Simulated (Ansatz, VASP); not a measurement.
Sb: VASP beside Ansatz

The input POSCAR:

```
Sb
1.0
    3.4780244752      0.0000000000      0.0000000000
   -1.7390122376      3.0120575505      0.0000000000
    0.0000000000      0.0000000000      5.7842522898
Sb
2
Direct
    0.3333333333      0.6666666667      0.2500000000
    0.6666666667      0.3333333333      0.7500000000
```

File INCAR.step1:

```
SYSTEM = Sb
PREC     = Accurate       ! precision mode
ENCUT    = 520            ! plane-wave cutoff, eV
ISMEAR   = -1             ! smearing method
SIGMA    = 0.1            ! smearing width, eV
LREAL    = .FALSE.        ! projectors in reciprocal space
LASPH    = .TRUE.         ! aspherical terms in the spheres
NELM     = 80             ! most SCF steps
NBANDS   = 12             ! bands
GGA      = PE             ! functional
ALGO     = Normal         ! electronic algorithm
EDIFF    = 1E-4           ! SCF threshold, eV
LWAVE    = .TRUE.         ! write WAVECAR
LCHARG   = .FALSE.        ! write CHGCAR
```

The input INCAR.step2:

```
SYSTEM = Sb
PREC     = Accurate       ! precision mode
ENCUT    = 520            ! plane-wave cutoff, eV
EDIFF    = 1E-7           ! SCF threshold, eV
ISMEAR   = -1             ! smearing method
SIGMA    = 0.1            ! smearing width, eV
LREAL    = .FALSE.        ! projectors in reciprocal space
LASPH    = .TRUE.         ! aspherical terms in the spheres
NELM     = 80             ! most SCF steps
ALGO     = Normal         ! electronic algorithm
ISIF     = 2              ! what is computed and relaxed
LWAVE    = .FALSE.        ! write WAVECAR
LCHARG   = .FALSE.        ! write CHGCAR
METAGGA  = R2SCAN         ! meta-GGA
LMIXTAU  = .TRUE.       
NBANDS   = 12             ! bands
ISTART   = 1
```

Contents of KPOINTS:

```
regular mesh
0
G
  12 12 7
  0 0 0
```

Input for Ansatz:

```yaml
crystal:
  lattice:
    - [3.4780244752, 0.0, 0.0]
    - [-1.7390122376, 3.0120575505, 0.0]
    - [0.0, 0.0, 5.7842522898]
  atoms:
    - { symbol: Sb, position: [0.3333333333, 0.6666666667, 0.25] }
    - { symbol: Sb, position: [0.6666666667, 0.3333333333, 0.75] }
hamiltonian:
  xc: r2scan
  pseudopotentials:
    kind: paw
    azcp:
      Sb: "pseudopotentials/Sb.paw.azcp"
basis:
  ecutwfc: 500
  fft_grid_basis: typed
kpoints:
  mp_grid: { grid: [12, 12, 7], shift: [0, 0, 0] }
magnetization:
  spin_polarized: false
scf:
  occupations: { method: fermi_dirac, width: 0.1 }
  lower_state_search: "off"
output:
  stress: true
```

Alike in both runs: task single point; functional r2SCAN; k mesh 12 × 12 × 7; occupations fermi-dirac, width 0.1 eV; no spin polarisation.

|  | VASP | Ansatz |
| --- | --- | --- |
| version | VASP 6.6.1 | Ansatz 0.2.0 |
| potentials or method | VASP PAW PBE potentials, release 64 (Sb), cutoff 520 eV | plane waves (500 eV) with PAW, scalar-relativistic |
| valence electrons in the cell | 10 | 30 |

```csv
,VASP,Ansatz,Ansatz less VASP
pressure (GPa),-5.3,-5.2,+0.10
"traceless stress, the component that is largest in VASP (GPa)",0.61,0.60,-0.009
```

VASP's potentials were made for PBE, not for r2SCAN. With one functional, cell and mesh, what is left measures potentials, basis and numerics. VASP's potentials hold 10 valence electrons a cell and Ansatz's 30, so a difference there can come from the potentials and not from the codes.

Neither program's run includes spin-orbit coupling.
